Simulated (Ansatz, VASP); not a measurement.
# Hf in VASP and in Ansatz

POSCAR

```
Hf
1.0
    0.0000000000      2.2200000000      2.2200000000
    2.2588500000      0.0000000000      2.2200000000
    2.2588500000      2.2200000000      0.0000000000
Hf
1
Direct
    0.0000000000      0.0000000000      0.0000000000
```

INCAR.step1

```
SYSTEM = Hf
PREC = Accurate
ENCUT = 520
ISMEAR = 0
SIGMA = 0.15
LREAL = .FALSE.
LASPH = .TRUE.
NELM = 60
NBANDS = 11
GGA = PE
ALGO = Normal
EDIFF = 1E-4
LWAVE = .TRUE.
LCHARG = .FALSE.
```

INCAR.step2

```
SYSTEM = Hf
PREC = Accurate
ENCUT = 520
EDIFF = 1E-6
ISMEAR = 0
SIGMA = 0.15
LREAL = .FALSE.
LASPH = .TRUE.
NELM = 60
ALGO = Normal
ISIF = 2
LWAVE = .FALSE.
LCHARG = .FALSE.
METAGGA = R2SCAN
LMIXTAU = .TRUE.
NBANDS = 11
ISTART = 1
```

The input KPOINTS:

```
Automatic mesh
0
G
  18 18 18
  0 0 0
```

Input for Ansatz:

```yaml
crystal:
  lattice:
    - [0.0, 2.22, 2.22]
    - [2.25885, 0.0, 2.22]
    - [2.25885, 2.22, 0.0]
  atoms:
    - { symbol: Hf, position: [0.0, 0.0, 0.0] }
basis:
  ecutwfc: 500
kpoints:
  mp_grid: { grid: [18, 18, 18] }
hamiltonian:
  xc: r2scan
scf:
  occupations: { method: gaussian, width: 0.15 }
output:
  forces: true
  stress: true
  eigenvalues: true
```

Change from the starting cell: strain +0.0175 x Voigt [1, 0, 0, 0, 0, 0], atoms carried along.

Alike in both runs: task single point; functional r2SCAN; k mesh 18 × 18 × 18; occupations gaussian, width 0.15 eV; no spin polarisation.

|  | VASP | Ansatz |
| --- | --- | --- |
| version | VASP 6.6.1 | Ansatz 0.2.0 |
| potentials or method | VASP PAW PBE potentials, release 64 (Hf_pv), cutoff 520 eV | scalar-relativistic, plane waves, PAW |
| valence electrons in the cell | 10 | 26 |

```csv
,VASP,Ansatz,Ansatz less VASP
gap on the k mesh at the Fermi level (eV),none,none,-
pressure (GPa),0.3,0.9,+0.51
"traceless stress, the component that is largest in VASP (GPa)",-0.69,-0.69,+0.003
```

VASP's potentials were made for PBE, not for r2SCAN. A gap of «none» marks a metal or a gap that the smearing closes. The functional is the same, so the differences come from potentials, cutoffs and numerics. VASP's potentials hold 10 valence electrons a cell and Ansatz's 26, so a difference there can come from the potentials and not from the codes.

Neither program's run includes spin-orbit coupling.
